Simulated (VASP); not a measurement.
Ga:

```
Ga
1.0
     0.00000    2.16012    2.16012
     2.16012    0.00000    2.16012
     2.16012    2.16012    0.00000
Ga
1
Direct
  0.00000 0.00000 0.00000
```

```yaml
Program: VASP 6.6.1
Task: relaxation of cell and atoms
Functional: r2SCAN
Potentials_or_basis: VASP PAW PBE potentials, release 64 (Ga_d)
Cutoff: 600 eV
k_mesh: 6 × 6 × 6
Occupations: gaussian, width 0.1 eV
Spin: no spin polarisation
```

At the start: pressure -7.3 GPa; volume 20.16 Å³/atom.

Question: Where does the relaxation end?

Answer: Over 3 steps the energy falls by 73.2 meV/atom and the volume is 17.36 Å³/atom (-13.9 %); space group Fm-3m (No. 225, to 0.05 Å).

The path:
```csv
step,energy change (eV),largest force (eV/Å),pressure (GPa),volume (Å³)
1,0.0000,0.0000,-7.28,20.16
2,-0.0723,0.0000,-0.94,17.60
3,-0.0732,0.0000,-0.08,17.36
```

Final structure:
```xyz
1
Lattice="0.0000 2.0552 2.0552 2.0552 0.0000 2.0552 2.0552 2.0552 0.0000" Properties=species:S:1:pos:R:3 pbc="T T T"
Ga    0.0000    0.0000    0.0000
```

Caveat: the k points lie up to 0.44 Å⁻¹ apart in the final cell; the PAW data sets were made with another functional, which shifts forces and pressure a little.
